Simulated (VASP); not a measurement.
# CdS (Greenockite) (P6_3mc) in VASP: settings compared

The runs below take CdS (Greenockite) through single point, with RPBE, revPBE.

Everything below comes from runs of VASP 6.6.1. Logs are shortened: lines on timing, memory, paths and dates and some standing lists are left out, and cuts for length are marked.

## (1) The cell of the first run

Symmetry: P6_3mc, No. 186, hexagonal system. Conventional cell: a = 4.150 Å, b = 4.150 Å, c = 6.737 Å, α = 90.00°, β = 90.00°, γ = 120.00°. Cd (site symmetry 3m) has 4 S at 2.53 to 2.54 Å within 3.3 Å. S (site symmetry 3m) has 4 Cd at 2.53 to 2.54 Å within 3.3 Å.

## (2) Single point, RPBE

INCAR

```
SYSTEM = CdS
PREC = Accurate
ENCUT = 520
EDIFF = 1E-6
ISMEAR = -1
SIGMA = 0.05
LREAL = .FALSE.
LASPH = .TRUE.
NELM = 100
ALGO = Normal
ISIF = 2
LWAVE = .FALSE.
LCHARG = .TRUE.
GGA = RP
LELF = .TRUE.
LVHAR = .TRUE.
NBANDS = 26
```

KPOINTS

```
Automatic mesh
0
G
  4 4 3
  0 0 0
```

POSCAR

```
CdS
1.0
    4.1500000000      0.0000000000      0.0000000000
   -2.0750000000      3.5940054257      0.0000000000
    0.0000000000      0.0000000000      6.7370000000
Cd S
2 2
Direct
    0.6666666667      0.3333333333      0.5000000000
    0.3333333333      0.6666666667      0.0000000000
    0.6666666667      0.3333333333      0.8750000000
    0.3333333333      0.6666666667      0.3750000000
```

Potentials or basis: VASP PAW PBE potentials, release 64 (Cd, S).

On the command line:

```bash
$ cat potpaw_PBE.64/Cd/POTCAR potpaw_PBE.64/S/POTCAR > POTCAR
$ mpirun -np 1 vasp_std > vasp.out
```

OUTCAR:

```text
SYSTEM = CdS
   PREC = Accurate
   ENCUT = 520
   EDIFF = 1E-6
   ISMEAR = -1
   LREAL = .FALSE.
   LASPH = .TRUE.
   NELM = 100
   ISIF = 2
   GGA = RP

 ion  position               nearest neighbor table
   1  0.667  0.333  0.500-   3 2.53   4 2.54   4 2.54   4 2.54
   2  0.333  0.667  0.000-   4 2.53   3 2.54   3 2.54   3 2.54
   3  0.667  0.333  0.875-   1 2.53   2 2.54   2 2.54   2 2.54
   4  0.333  0.667  0.375-   2 2.53   1 2.54   1 2.54   1 2.54

  LATTYP: Found a hexagonal cell.
 ALAT       =     4.1500000000
 C/A-ratio  =     1.6233734940

  Lattice vectors:

 A1 = (   4.1500000000,   0.0000000000,   0.0000000000)
 A2 = (  -2.0750000000,   3.5940054257,   0.0000000000)
 A3 = (   0.0000000000,   0.0000000000,   6.7370000000)

Analysis of symmetry for initial positions (statically):
=====================================================================
 Subroutine PRICEL returns:
 Original cell was already a primitive cell.

 Routine SETGRP: Setting up the symmetry group for a
 hexagonal supercell.

 Subroutine GETGRP returns: Found 12 space group operations
 (whereof  6 operations were pure point group operations)
 out of a pool of 24 trial point group operations.

The static configuration has the point symmetry C_3v.
 The point group associated with its full space group is C_6v.

Analysis of symmetry for dynamics (positions and initial velocities):
=====================================================================
 Subroutine PRICEL returns:
 Original cell was already a primitive cell.

 Routine SETGRP: Setting up the symmetry group for a
 hexagonal supercell.

 Subroutine GETGRP returns: Found 12 space group operations
 (whereof  6 operations were pure point group operations)
 out of a pool of 24 trial point group operations.

The dynamic configuration has the point symmetry C_3v.
 The point group associated with its full space group is C_6v.

 Subroutine INISYM returns: Found 12 space group operations
 (whereof  6 operations are pure point group operations),
 and found     1 'primitive' translations

----------------------------------------------------------------------------------------

                                     Primitive cell

  volume of cell :     100.4832

  direct lattice vectors                    reciprocal lattice vectors
     4.150000000  0.000000000  0.000000000     0.240963855  0.139120547  0.000000000
    -2.075000000  3.594005426  0.000000000     0.000000000  0.278241094  0.000000000
     0.000000000  0.000000000  6.737000000     0.000000000  0.000000000  0.148434021

  length of vectors
     4.150000000  4.150000000  6.737000000     0.278241094  0.278241094  0.148434021

  position of ions in fractional coordinates (direct lattice)
     0.666666667  0.333333333  0.500000000
     0.333333333  0.666666667  0.000000000
     0.666666667  0.333333333  0.875000000
     0.333333333  0.666666667  0.375000000

  ion indices of the primitive-cell ions
   primitive index   ion index
                 1           1
                 2           2
                 3           3
                 4           4

----------------------------------------------------------------------------------------

 KPOINTS: Automatic mesh

Automatic generation of k-mesh.
 Grid dimensions read from file:
 generate k-points for:    4    4    3

 Generating k-lattice:

  Cartesian coordinates                     Fractional coordinates (reciprocal lattice)
     0.060240964  0.034780137  0.000000000     0.250000000  0.000000000  0.000000000
     0.000000000  0.069560273  0.000000000     0.000000000  0.250000000  0.000000000
     0.000000000  0.000000000  0.049478007     0.000000000  0.000000000  0.333333333

  Length of vectors
     0.069560273  0.069560273  0.049478007

  Shift w.r.t. Gamma in fractional coordinates (k-lattice)
     0.000000000  0.000000000  0.000000000

 Subroutine IBZKPT returns following result:
 ===========================================

 Found      8 irreducible k-points:

 Following reciprocal coordinates:
            Coordinates               Weight
  0.000000  0.000000  0.000000      1.000000
  0.250000  0.000000  0.000000      6.000000
  0.500000  0.000000  0.000000      3.000000
  0.250000  0.250000  0.000000      6.000000
  0.000000  0.000000  0.333333      2.000000
  0.250000  0.000000  0.333333     12.000000
  0.500000  0.000000  0.333333      6.000000
  0.250000  0.250000  0.333333     12.000000
   k-points           NKPTS =      8   k-points in BZ     NKDIM =      8   number of bands    NBANDS=     26
   number of dos      NEDOS =    301   number of ions     NIONS =      4
   total plane-waves  NPLWV =  51200
   dimension x,y,z NGX =    32 NGY =   32 NGZ =   50
   dimension x,y,z NGXF=    64 NGYF=   64 NGZF=  100
   ions per type =               2   2
   NGX,Y,Z   is equivalent  to a cutoff of  12.82, 12.82, 12.34 a.u.
   NGXF,Y,Z  is equivalent  to a cutoff of  25.64, 25.64, 24.68 a.u.
 SYSTEM =  CdS
   PREC   = accura    normal or accurate (medium, high low for compatibility)
   ISTART =      0    job   : 0-new  1-cont  2-samecut
   ICHARG =      2    charge: 1-file 2-atom 10-const
   ISPIN  =      1    spin polarized calculation?
   LNONCOLLINEAR =      F non collinear calculations
   LSORBIT =      F    spin-orbit coupling
   LASPH  =      T    aspherical Exc in radial PAW
   ENCUT  =  520.0 eV  38.22 Ry    6.18 a.u.   7.72  7.72 12.53*2*pi/ulx,y,z
   NELM   =    100;   NELMIN=  2; NELMDL= -5     # of ELM steps
   EDIFF  = 0.1E-05   stopping-criterion for ELM
   LREAL  =      F    real-space projection
   EDIFFG = 0.1E-04   stopping-criterion for IOM
   NSW    =      0    number of steps for IOM
   IBRION =     -1    ionic relax: 0-MD 1-quasi-New 2-CG
   NFREE  =      0    steps in history (QN), initial steepest desc. (CG)
   ISIF   =      2    stress and relaxation
   ISYM   =      2    0-nonsym 1-usesym 2-fastsym
   POTIM  = 0.5000    time-step for ionic-motion
   TEBEG  =    0.0;   TEEND  =   0.0 temperature during run
   PSTRESS=    0.0 pullay stress
   NELECT =      36.0000    total number of electrons
   NUPDOWN=      -1.0000    fix difference up-down
   EMIN   =  10.00;   EMAX   =-10.00  energy-range for DOS
   EFERMI =   0.00;   METHOD = LEGACY
   ISMEAR =    -1;   SIGMA  =   0.05  broadening in eV -4-tet -1-fermi 0-gaus
   EFERMI_NEDOS =   21; number of points for ismear=-14 and -15
   IALGO  =     38    algorithm
   IMIX   =      4    mixing-type and parameters
     AMIX     =   0.40;   BMIX     =  1.00
     AMIX_MAG =   1.60;   BMIX_MAG =  1.00
  volume/ion in A,a.u.               =      25.12       169.52
  Fermi-wavevector in a.u.,A,eV,Ry     =   1.162727  2.197236 18.394190  1.351935
  Thomas-Fermi vector in A             =   2.299285
   LORBIT       =      0    0 simple, 1 ext, 2 COOP (PROOUT), +10 PAW based schemes
   GGA     = RP    functional components
   LHFCALC =     F    Hartree Fock is set to
   AEXX    =    0.0000 exact exchange contribution
   IVDW    =     0    specifies the selected vdW correction
   LEPSILON=     F    determine dielectric tensor
   LRPA    =     F    only Hartree local field effects (RPA)
 non-spin polarized calculation
  energy-cutoff  :      520.00
  volume of cell :      100.48
 maximum number of plane-waves:      2731
 NGX is ok and might be reduce to    32
   NGX = 15   NGY = 15   NGZ = 25

 number of electron      35.9999996 magnetization

 Free energy of the ion-electron system (eV)
  ---------------------------------------------------
  ext. energy  EPLUGINS =         0.00000000
  ---------------------------------------------------
  free energy    TOTEN  =       -10.91618455 eV

  energy without entropy =      -10.91618445  energy(sigma->0) =      -10.91618450

 E-fermi :   2.0486     XC(G=0):  -8.8286

 val. band max:        1.3357006919   @ k =   0.0000   0.0000   0.0000
 cond. band min:       2.7150953403   @ k =   0.0000   0.0000   0.0000
 fundamental gap:      1.3793946484
 Fermi energy:         2.0485514749

 k-point     1 :       0.0000    0.0000    0.0000
  band No.  band energies     occupation
      1     -10.9361      2.00000
      2     -10.5213      2.00000
      3      -6.3461      2.00000
      4      -6.3242      2.00000
      5      -6.3242      2.00000
      6      -6.2390      2.00000
[... 18 lines left out ...]
     25       8.9862      0.00000
     26       9.2559      0.00000

 k-point     2 :       0.2500    0.0000    0.0000
  band No.  band energies     occupation
      1     -10.7519      2.00000
      2     -10.4490      2.00000
      3      -6.2827      2.00000
      4      -6.2595      2.00000
      5      -6.1786      2.00000
      6      -6.1352      2.00000
[... 18 lines left out ...]
     25       9.4507      0.00000
     26       9.9308      0.00000

 k-point     3 :       0.5000    0.0000    0.0000
  band No.  band energies     occupation
      1     -10.5367      2.00000
      2     -10.4066      2.00000
      3      -6.2416      2.00000
      4      -6.2207      2.00000
      5      -6.0420      2.00000
      6      -6.0355      2.00000
[... 18 lines left out ...]
     25       9.8354      0.00000
     26      11.6560      0.00000

 k-point     4 :       0.2500    0.2500    0.0000
  band No.  band energies     occupation
      1     -10.5384      2.00000
      2     -10.4074      2.00000
      3      -6.2574      2.00000
      4      -6.1796      2.00000
      5      -6.0817      2.00000
      6      -6.0484      2.00000
[... 18 lines left out ...]
     25       9.3224      0.00000
     26      10.8206      0.00000

 k-point     5 :       0.0000    0.0000    0.3333
  band No.  band energies     occupation
      1     -10.8297      2.00000
      2     -10.6212      2.00000
      3      -6.3078      2.00000
      4      -6.3078      2.00000
      5      -6.2653      2.00000
      6      -6.2653      2.00000
[... 18 lines left out ...]
     25       8.5423      0.00000
     26       8.5423      0.00000

 k-point     6 :       0.2500    0.0000    0.3333
  band No.  band energies     occupation
      1     -10.6707      2.00000
      2     -10.5184      2.00000
      3      -6.2553      2.00000
      4      -6.2300      2.00000
      5      -6.1968      2.00000
      6      -6.1677      2.00000
[... 18 lines left out ...]
     25       9.0315      0.00000
     26       9.6246      0.00000

 k-point     7 :       0.5000    0.0000    0.3333
  band No.  band energies     occupation
      1     -10.4967      2.00000
      2     -10.4314      2.00000
      3      -6.2366      2.00000
      4      -6.1722      2.00000
      5      -6.1520      2.00000
      6      -6.0776      2.00000
[... 18 lines left out ...]
     25       9.7334      0.00000
     26      10.6976      0.00000

 k-point     8 :       0.2500    0.2500    0.3333
  band No.  band energies     occupation
      1     -10.4981      2.00000
      2     -10.4323      2.00000
      3      -6.2019      2.00000
      4      -6.1876      2.00000
      5      -6.1305      2.00000
      6      -6.0888      2.00000
[... 18 lines left out ...]
     25       9.6556      0.00000
     26      10.2319      0.00000

------------------------ aborting loop because EDIFF is reached ----------------------------------------

  FORCE on cell =-STRESS in cart. coord.  units (eV):
  Direction    XX          YY          ZZ          XY          YZ          ZX
  --------------------------------------------------------------------------------------
  -------------------------------------------------------------------------------------
  Total        2.8396597      2.8396597      3.1381266      0.0000000      0.0000000      0.0000000
  in kB       45.2776106     45.2776106     50.0365860      0.0000000      0.0000000      0.0000000
  external PRESSURE =      46.8639358 kB  Pullay stress =       0.0000000 kB

 VOLUME and BASIS-vectors are now :
 -----------------------------------------------------------------------------
  energy-cutoff  :      520.00
  volume of cell :      100.48
      direct lattice vectors                 reciprocal lattice vectors
     4.150000000  0.000000000  0.000000000     0.240963855  0.139120547  0.000000000
    -2.075000000  3.594005426  0.000000000     0.000000000  0.278241094  0.000000000
     0.000000000  0.000000000  6.737000000     0.000000000  0.000000000  0.148434021

 POSITION                                       TOTAL-FORCE (eV/Angst)
 -----------------------------------------------------------------------------------
      2.07500      1.19800      3.36850        -0.000000      0.000000     -0.059906
     -0.00000      2.39600      0.00000         0.000000      0.000000     -0.059906
      2.07500      1.19800      5.89487        -0.000000      0.000000      0.059906
     -0.00000      2.39600      2.52637         0.000000     -0.000000      0.059906
 -----------------------------------------------------------------------------------
    total drift:                               -0.000000     -0.000000     -0.000655

  FREE ENERGIE OF THE ION-ELECTRON SYSTEM (eV)
  ---------------------------------------------------
  free  energy   TOTEN  =       -10.9161845467 eV

  energy  without entropy=      -10.9161844457  energy(sigma->0) =      -10.91618450
```

Wall time 15 s (1 thread of AMD EPYC 9R45 (Zen 5), shared host); peak memory 0.18 GiB.

Results:

* Free energy: -10.9162 eV
* Pressure: 4.7 GPa
* Largest force: 0.060 eV/Å
* Band gap on the k mesh: 1.38 eV, direct

Forces in eV/Å, atoms in the order of the input:
```
Cd   0.000  0.000 -0.060
Cd   0.000  0.000 -0.060
S    0.000  0.000  0.060
S    0.000  0.000  0.060
```

Stress tensor (GPa, compression positive):
```
4.53 0.00 0.00
0.00 4.53 0.00
0.00 0.00 5.00
```

Levels at points of the mesh, in eV from the valence-band top:
| k point | band 16 | band 17 | band 18 | band 19 | band 20 | band 21 |
| --- | --- | --- | --- | --- | --- | --- |
| (0.00, 0.00, 0.00) | -0.04 | 0.00 | 0.00 | 1.38 | 2.92 | 6.55 |
| (0.50, 0.00, 0.00) | -1.83 | -1.26 | -0.72 | 3.82 | 4.01 | 5.26 |

Caveat: the k points lie up to 0.44 Å⁻¹ apart; the PAW data sets were made with another functional, which shifts forces and pressure a little.

## (3) Single point, revPBE

INCAR

```
ALGO = Normal
EDIFF = 1E-6
ENCUT = 520
GGA = RE
ISIF = 2
ISMEAR = -1
LASPH = True
LCHARG = False
LREAL = False
LWAVE = False
NBANDS = 26
NELM = 80
PREC = Accurate
SIGMA = 0.05
```

KPOINTS

```
k-points
0
Gamma
  4 4 3
```

POSCAR is that of step 2.

Potentials or basis: VASP PAW PBE potentials, release 64 (Cd, S).

On the command line:

```bash
$ cat potpaw_PBE.64/Cd/POTCAR potpaw_PBE.64/S/POTCAR > POTCAR
$ mpirun -np 1 vasp_std > vasp.out
```

OUTCAR:

```text
EDIFF = 1E-6
   ENCUT = 520
   GGA = RE
   ISIF = 2
   ISMEAR = -1
   LASPH = True
   LREAL = False
   NELM = 80
   PREC = Accurate

 ion  position               nearest neighbor table
   1  0.667  0.333  0.500-   3 2.53   4 2.54   4 2.54   4 2.54
   2  0.333  0.667  0.000-   4 2.53   3 2.54   3 2.54   3 2.54
   3  0.667  0.333  0.875-   1 2.53   2 2.54   2 2.54   2 2.54
   4  0.333  0.667  0.375-   2 2.53   1 2.54   1 2.54   1 2.54

  LATTYP: Found a hexagonal cell.
[... 412 lines left out ...]

  FORCE on cell =-STRESS in cart. coord.  units (eV):
  Direction    XX          YY          ZZ          XY          YZ          ZX
  --------------------------------------------------------------------------------------
  -------------------------------------------------------------------------------------
  Total        2.4735232      2.4735232      2.7651888      0.0000000      0.0000000     -0.0000000
  in kB       39.4396639     39.4396639     44.0901926      0.0000000      0.0000000     -0.0000000
  external PRESSURE =      40.9898402 kB  Pullay stress =       0.0000000 kB

 VOLUME and BASIS-vectors are now :
 -----------------------------------------------------------------------------
  energy-cutoff  :      520.00
  volume of cell :      100.48
      direct lattice vectors                 reciprocal lattice vectors
     4.150000000  0.000000000  0.000000000     0.240963855  0.139120547  0.000000000
    -2.075000000  3.594005426  0.000000000     0.000000000  0.278241094  0.000000000
     0.000000000  0.000000000  6.737000000     0.000000000  0.000000000  0.148434021

 POSITION                                       TOTAL-FORCE (eV/Angst)
 -----------------------------------------------------------------------------------
      2.07500      1.19800      3.36850        -0.000000      0.000000     -0.059307
     -0.00000      2.39600      0.00000         0.000000     -0.000000     -0.059307
      2.07500      1.19800      5.89487         0.000000     -0.000000      0.059307
     -0.00000      2.39600      2.52637         0.000000      0.000000      0.059307
 -----------------------------------------------------------------------------------
    total drift:                               -0.000000     -0.000000     -0.000660

  FREE ENERGIE OF THE ION-ELECTRON SYSTEM (eV)
  ---------------------------------------------------
  free  energy   TOTEN  =       -11.0717991315 eV

  energy  without entropy=      -11.0717989749  energy(sigma->0) =      -11.07179905
```

It took 14 s on 1 thread of AMD EPYC 9R45 (Zen 5), shared host; peak memory 0.18 GiB.

What came out:

```yaml
Free_energy: -11.0718 eV
Pressure: 4.1 GPa
Largest_force: 0.059 eV/Å
Band_gap_on_the_k_mesh: 1.33 eV, direct
```

Forces on the atoms (eV/Å):
```
Cd   0.000  0.000 -0.059
Cd   0.000  0.000 -0.059
S    0.000  0.000  0.059
S    0.000  0.000  0.059
```

Caveat: the k points lie up to 0.44 Å⁻¹ apart; the PAW data sets were made with another functional, which shifts forces and pressure a little.
